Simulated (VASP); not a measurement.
# Zn2Bi (P6/mmm) in VASP: further runs

Runs on Zn2Bi. Level: PBE. Tasks: single point, relaxation of cell and atoms.

Program: VASP 6.6.1. These are calculated values, not measurements. Logs are shortened: lines on timing, memory, paths and dates and some standing lists are left out, and cuts for length are marked.

**1. The cell of the first run**

Symmetry: P6/mmm, No. 191, hexagonal system. Conventional cell: a = 4.765 Å, b = 4.765 Å, c = 3.029 Å, α = 90.00°, β = 90.00°, γ = 120.00°. Within 3.6 Å of Zn (site symmetry -6m2) lie 5 Zn at 2.75 to 3.03 Å and 6 Bi at 3.14 Å. Bi (site symmetry 6/mmm) has 2 Bi at 3.03 Å and 12 Zn at 3.14 Å within 4.0 Å.

**2. Single point, PBE**

INCAR reads:

```
ALGO = Normal
EDIFF = 1E-7
ENCUT = 520
GGA = PE
ISIF = 2
ISMEAR = 0
LASPH = True
LCHARG = True
LELF = True
LREAL = False
LVHAR = True
LWAVE = False
NBANDS = 26
NELM = 80
PREC = Accurate
SIGMA = 0.1
```

KPOINTS reads:

```
k-points
0
Gamma
  6 6 6
```

POSCAR reads:

```
Zn2Bi
1.0
    4.7650872604      0.0000000000      0.0000000000
   -2.3825436302      4.1266866189      0.0000000000
    0.0000000000      0.0000000000      3.0291209435
Zn Bi
2 1
Direct
    0.3333333333      0.6666666667      0.5000000000
    0.6666666667      0.3333333333      0.5000000000
    0.0000000000      0.0000000000      0.0000000000
```

Potentials or basis: VASP PAW PBE potentials, release 64 (Zn, Bi_d).

Started as:

```
cat potpaw_PBE.64/Zn/POTCAR potpaw_PBE.64/Bi_d/POTCAR > POTCAR
mpirun -np 1 vasp_std > vasp.out
```

OUTCAR:

```text
EDIFF = 1E-7
   ENCUT = 520
   GGA = PE
   ISIF = 2
   ISMEAR = 0
   LASPH = True
   LREAL = False
   NELM = 80
   PREC = Accurate

 ion  position               nearest neighbor table
   1  0.333  0.667  0.500-   2 2.75   2 2.75   2 2.75   3 3.14   3 3.14   3 3.14   3 3.14   3 3.14
                             3 3.14
   2  0.667  0.333  0.500-   1 2.75   1 2.75   1 2.75   3 3.14   3 3.14   3 3.14   3 3.14   3 3.14
                             3 3.14
   3  0.000  0.000  0.000-   1 3.14   2 3.14   1 3.14   2 3.14   2 3.14   2 3.14   1 3.14   1 3.14
                             2 3.14   2 3.14   1 3.14   1 3.14

  LATTYP: Found a hexagonal cell.
 ALAT       =     4.7650872604
 C/A-ratio  =     0.6356905504

  Lattice vectors:

 A1 = (   4.7650872604,   0.0000000000,   0.0000000000)
 A2 = (  -2.3825436302,   4.1266866189,   0.0000000000)
 A3 = (   0.0000000000,   0.0000000000,   3.0291209435)

Analysis of symmetry for initial positions (statically):
=====================================================================
 Subroutine PRICEL returns:
 Original cell was already a primitive cell.

 Routine SETGRP: Setting up the symmetry group for a
 hexagonal supercell.

 Subroutine GETGRP returns: Found 24 space group operations
 (whereof 24 operations were pure point group operations)
 out of a pool of 24 trial point group operations.

The static configuration has the point symmetry D_6h.

Analysis of symmetry for dynamics (positions and initial velocities):
=====================================================================
 Subroutine PRICEL returns:
 Original cell was already a primitive cell.

 Routine SETGRP: Setting up the symmetry group for a
 hexagonal supercell.

 Subroutine GETGRP returns: Found 24 space group operations
 (whereof 24 operations were pure point group operations)
 out of a pool of 24 trial point group operations.

The dynamic configuration has the point symmetry D_6h.

 Subroutine INISYM returns: Found 24 space group operations
 (whereof 24 operations are pure point group operations),
 and found     1 'primitive' translations

----------------------------------------------------------------------------------------

                                     Primitive cell

  volume of cell :      59.5647

  direct lattice vectors                    reciprocal lattice vectors
[... 86 lines left out ...]
   LASPH  =      T    aspherical Exc in radial PAW
   ENCUT  =  520.0 eV  38.22 Ry    6.18 a.u.   8.86  8.86  5.63*2*pi/ulx,y,z
   NELM   =     80;   NELMIN=  2; NELMDL= -5     # of ELM steps
   EDIFF  = 0.1E-06   stopping-criterion for ELM
   LREAL  =      F    real-space projection
   EDIFFG = 0.1E-05   stopping-criterion for IOM
   NSW    =      0    number of steps for IOM
   IBRION =     -1    ionic relax: 0-MD 1-quasi-New 2-CG
   NFREE  =      0    steps in history (QN), initial steepest desc. (CG)
   ISIF   =      2    stress and relaxation
   ISYM   =      2    0-nonsym 1-usesym 2-fastsym
   POTIM  = 0.5000    time-step for ionic-motion
   TEBEG  =    0.0;   TEEND  =   0.0 temperature during run
   PSTRESS=    0.0 pullay stress
   NELECT =      39.0000    total number of electrons
   NUPDOWN=      -1.0000    fix difference up-down
   EMIN   =  10.00;   EMAX   =-10.00  energy-range for DOS
   EFERMI =   0.00;   METHOD = LEGACY
   ISMEAR =     0;   SIGMA  =   0.10  broadening in eV -4-tet -1-fermi 0-gaus
   EFERMI_NEDOS =   21; number of points for ismear=-14 and -15
   IALGO  =     38    algorithm
   IMIX   =      4    mixing-type and parameters
     AMIX     =   0.40;   BMIX     =  1.00
     AMIX_MAG =   1.60;   BMIX_MAG =  1.00
  volume/ion in A,a.u.               =      19.85       133.99
  Fermi-wavevector in a.u.,A,eV,Ry     =   1.421565  2.686368 27.495292  2.020847
  Thomas-Fermi vector in A             =   2.542361
   LORBIT       =      0    0 simple, 1 ext, 2 COOP (PROOUT), +10 PAW based schemes
   GGA     = PE    functional components
   LHFCALC =     F    Hartree Fock is set to
   AEXX    =    0.0000 exact exchange contribution
   IVDW    =     0    specifies the selected vdW correction
   LEPSILON=     F    determine dielectric tensor
   LRPA    =     F    only Hartree local field effects (RPA)
 non-spin polarized calculation
 Gauss-broadening in eV      SIGMA  =   0.10
  energy-cutoff  :      520.00
  volume of cell :       59.56
 maximum number of plane-waves:      1625
 NGX is ok and might be reduce to    36
   NGX = 17   NGY = 17   NGZ = 11

 number of electron      38.9999995 magnetization

 Free energy of the ion-electron system (eV)
  ---------------------------------------------------
  ext. energy  EPLUGINS =         0.00000000
  ---------------------------------------------------
  free energy    TOTEN  =        -5.27303226 eV

  energy without entropy =       -5.27134509  energy(sigma->0) =       -5.27218867

 E-fermi :   6.1725     XC(G=0): -11.0961

 val. band max:        6.1189157880   @ k =   0.5000  -0.0000   0.3333
 cond. band min:       6.2757707010   @ k =   0.0000   0.0000   0.5000
 fundamental gap:      0.1568549130
 Fermi energy:         6.1724991727

 k-point     1 :       0.0000    0.0000    0.0000
  band No.  band energies     occupation
      1     -17.6517      2.00000
      2     -17.2562      2.00000
      3     -17.2562      2.00000
      4     -17.2099      2.00000
      5     -17.2099      2.00000
      6      -7.5369      2.00000
[... 685 lines left out ...]
     25      12.6168      0.00000
     26      13.3312      0.00000

 [... further k-points ...]

------------------------ aborting loop because EDIFF is reached ----------------------------------------

  FORCE on cell =-STRESS in cart. coord.  units (eV):
  Direction    XX          YY          ZZ          XY          YZ          ZX
  --------------------------------------------------------------------------------------
  -------------------------------------------------------------------------------------
  Total        3.2304841      3.2304841      2.2348761      0.0000000      0.0000000      0.0000000
  in kB       86.8938869     86.8938869     60.1139234      0.0000000      0.0000000      0.0000000
  external PRESSURE =      77.9672324 kB  Pullay stress =       0.0000000 kB

 VOLUME and BASIS-vectors are now :
 -----------------------------------------------------------------------------
  energy-cutoff  :      520.00
  volume of cell :       59.56
      direct lattice vectors                 reciprocal lattice vectors
     4.765087260  0.000000000  0.000000000     0.209859746  0.121162581  0.000000000
    -2.382543630  4.126686619  0.000000000     0.000000000  0.242325161  0.000000000
     0.000000000  0.000000000  3.029120944     0.000000000  0.000000000  0.330128779

 POSITION                                       TOTAL-FORCE (eV/Angst)
 -----------------------------------------------------------------------------------
     -0.00000      2.75112      1.51456         0.000000     -0.000000      0.000000
      2.38254      1.37556      1.51456        -0.000000      0.000000      0.000000
      0.00000      0.00000      0.00000        -0.000000      0.000000      0.000000
 -----------------------------------------------------------------------------------
    total drift:                                0.000000      0.000000     -0.000000

  FREE ENERGIE OF THE ION-ELECTRON SYSTEM (eV)
  ---------------------------------------------------
  free  energy   TOTEN  =        -5.2730322611 eV

  energy  without entropy=       -5.2713450881  energy(sigma->0) =       -5.27218867
```

It took 65 s on 1 thread of AMD EPYC 7R43 (Zen 3), shared host; peak memory 0.16 GiB.

What came out:

```yaml
Free_energy: -5.2730 eV
Pressure: 7.8 GPa
Band_gap_on_the_k_mesh: zero (an odd number of electrons rules out a gap without spin polarisation)
```

Caveat: the cell stands under pressure; spin-orbit coupling is left out, which moves the levels of the heavy elements.

**3. Single point, PBE**

This run uses another cell than the first one, of 22.38 Å³/atom.

INCAR reads:

```
SYSTEM = Zn2Bi
PREC = Accurate
ENCUT = 520
EDIFF = 1E-6
ISMEAR = 0
SIGMA = 0.1
LREAL = .FALSE.
LASPH = .TRUE.
NELM = 60
ALGO = Normal
ISIF = 2
LWAVE = .FALSE.
LCHARG = .FALSE.
GGA = PE
NBANDS = 26
```

KPOINTS reads:

```
Automatic mesh
0
G
  6 6 6
  0 0 0
```

POSCAR reads:

```
Zn2Bi
1.0
    5.0349310903      0.0000000000      0.0000000000
   -2.5174655451      4.3603782305      0.0000000000
    0.0000000000      0.0000000000      3.0579985240
Zn Bi
2 1
Direct
    0.3333333333      0.6666666667      0.5000000000
    0.6666666667      0.3333333333      0.5000000000
    0.0000000000      0.0000000000      0.0000000000
```

Potentials or basis: VASP PAW PBE potentials, release 64 (Zn, Bi_d).

Started as:

```
cat potpaw_PBE.64/Zn/POTCAR potpaw_PBE.64/Bi_d/POTCAR > POTCAR
mpirun -np 1 vasp_std > vasp.out
```

OUTCAR:

```text
SYSTEM = Zn2Bi
   PREC = Accurate
   ENCUT = 520
   EDIFF = 1E-6
   ISMEAR = 0
   LREAL = .FALSE.
   LASPH = .TRUE.
   NELM = 60
   ISIF = 2
   GGA = PE

 ion  position               nearest neighbor table
   1  0.333  0.667  0.500-   2 2.91   2 2.91   2 2.91   3 3.28   3 3.28   3 3.28   3 3.28   3 3.28
                             3 3.28
   2  0.667  0.333  0.500-   1 2.91   1 2.91   1 2.91   3 3.28   3 3.28   3 3.28   3 3.28   3 3.28
                             3 3.28
   3  0.000  0.000  0.000-   1 3.28   2 3.28   1 3.28   2 3.28   1 3.28   1 3.28   2 3.28   2 3.28
                             2 3.28   2 3.28   1 3.28   1 3.28

  LATTYP: Found a hexagonal cell.
 ALAT       =     5.0349310903
 C/A-ratio  =     0.6073565793

  Lattice vectors:

 A1 = (   5.0349310903,   0.0000000000,   0.0000000000)
 A2 = (  -2.5174655451,   4.3603782305,   0.0000000000)
 A3 = (   0.0000000000,   0.0000000000,   3.0579985240)

Analysis of symmetry for initial positions (statically):
=====================================================================
 Subroutine PRICEL returns:
 Original cell was already a primitive cell.

 Routine SETGRP: Setting up the symmetry group for a
 hexagonal supercell.

 Subroutine GETGRP returns: Found 24 space group operations
 (whereof 24 operations were pure point group operations)
 out of a pool of 24 trial point group operations.

The static configuration has the point symmetry D_6h.

Analysis of symmetry for dynamics (positions and initial velocities):
=====================================================================
 Subroutine PRICEL returns:
 Original cell was already a primitive cell.

 Routine SETGRP: Setting up the symmetry group for a
 hexagonal supercell.

 Subroutine GETGRP returns: Found 24 space group operations
[... 119 lines left out ...]
   EFERMI =   0.00;   METHOD = LEGACY
   ISMEAR =     0;   SIGMA  =   0.10  broadening in eV -4-tet -1-fermi 0-gaus
   EFERMI_NEDOS =   21; number of points for ismear=-14 and -15
   IALGO  =     38    algorithm
   IMIX   =      4    mixing-type and parameters
     AMIX     =   0.40;   BMIX     =  1.00
     AMIX_MAG =   1.60;   BMIX_MAG =  1.00
  volume/ion in A,a.u.               =      22.38       151.02
  Fermi-wavevector in a.u.,A,eV,Ry     =   1.365981  2.581330 25.387173  1.865905
  Thomas-Fermi vector in A             =   2.492162
   LORBIT       =      0    0 simple, 1 ext, 2 COOP (PROOUT), +10 PAW based schemes
   GGA     = PE    functional components
   LHFCALC =     F    Hartree Fock is set to
   AEXX    =    0.0000 exact exchange contribution
   IVDW    =     0    specifies the selected vdW correction
   LEPSILON=     F    determine dielectric tensor
   LRPA    =     F    only Hartree local field effects (RPA)
 non-spin polarized calculation
 Gauss-broadening in eV      SIGMA  =   0.10
  energy-cutoff  :      520.00
  volume of cell :       67.14
 maximum number of plane-waves:      1836
 NGX is ok and might be reduce to    40
   NGX = 19   NGY = 19   NGZ = 11

 number of electron      38.9999994 magnetization

 Free energy of the ion-electron system (eV)
  ---------------------------------------------------
  ext. energy  EPLUGINS =         0.00000000
  ---------------------------------------------------
  free energy    TOTEN  =        -5.46093015 eV

  energy without entropy =       -5.45973636  energy(sigma->0) =       -5.46033325

 E-fermi :   5.0379     XC(G=0): -10.5031

 val. band max:        4.9483139814   @ k =   0.0000   0.0000   0.5000
 cond. band min:       5.0660435033   @ k =   0.5000  -0.0000   0.5000
 fundamental gap:      0.1177295219
 Fermi energy:         5.0379115255

 k-point     1 :       0.0000    0.0000    0.0000
  band No.  band energies     occupation
      1     -18.6662      2.00000
      2     -18.3316      2.00000
      3     -18.3316      2.00000
      4     -18.2732      2.00000
      5     -18.2732      2.00000
      6      -8.0498      2.00000
[... 685 lines left out ...]
     25      10.7516      0.00000
     26      11.7952      0.00000

 [... further k-points ...]

------------------------ aborting loop because EDIFF is reached ----------------------------------------

  FORCE on cell =-STRESS in cart. coord.  units (eV):
  Direction    XX          YY          ZZ          XY          YZ          ZX
  --------------------------------------------------------------------------------------
  -------------------------------------------------------------------------------------
  Total        0.0134586      0.0134586      0.0289214      0.0000000      0.0000000      0.0000000
  in kB        0.3211841      0.3211841      0.6901991      0.0000000      0.0000000      0.0000000
  external PRESSURE =       0.4441891 kB  Pullay stress =       0.0000000 kB

 VOLUME and BASIS-vectors are now :
 -----------------------------------------------------------------------------
  energy-cutoff  :      520.00
  volume of cell :       67.14
      direct lattice vectors                 reciprocal lattice vectors
     5.034931090  0.000000000  0.000000000     0.198612450  0.114668952  0.000000000
    -2.517465545  4.360378231  0.000000000     0.000000000  0.229337903  0.000000000
     0.000000000  0.000000000  3.057998524     0.000000000  0.000000000  0.327011276

 POSITION                                       TOTAL-FORCE (eV/Angst)
 -----------------------------------------------------------------------------------
     -0.00000      2.90692      1.52900        -0.000000      0.000000      0.000000
      2.51747      1.45346      1.52900         0.000000     -0.000000      0.000000
      0.00000      0.00000      0.00000        -0.000000     -0.000000      0.000000
 -----------------------------------------------------------------------------------
    total drift:                               -0.000000      0.000000      0.000000

  FREE ENERGIE OF THE ION-ELECTRON SYSTEM (eV)
  ---------------------------------------------------
  free  energy   TOTEN  =        -5.4609301476 eV

  energy  without entropy=       -5.4597363572  energy(sigma->0) =       -5.46033325
```

It took 73 s on 1 thread of AMD EPYC 7R43 (Zen 3), shared host; peak memory 0.17 GiB.

Results:

```
Free energy            : -5.4609 eV
Pressure               : 0.0 GPa
Band gap on the k mesh : zero (an odd number of electrons rules out a gap without spin polarisation)
```

Levels at points of the mesh, in eV from the Fermi level:
```csv
k point,band 16,band 17,band 18,band 19,band 20,band 21,band 22,band 23
"(0.00, 0.00, 0.00)",-7.05,-4.79,-2.47,-2.47,-0.78,-0.12,-0.12,4.47
"(0.50, 0.00, 0.00)",-7.03,-6.77,-4.01,-3.61,2.81,3.95,4.53,5.43
"(0.00, 0.00, 0.50)",-6.90,-5.80,-0.27,-0.09,0.49,0.49,2.53,2.53
"(0.50, 0.00, 0.50)",-6.96,-5.17,-2.93,-2.76,0.03,0.12,0.83,1.07
```

Caveat: spin-orbit coupling is left out, which moves the levels of the heavy elements.

(Continued in part 2 of 2.)
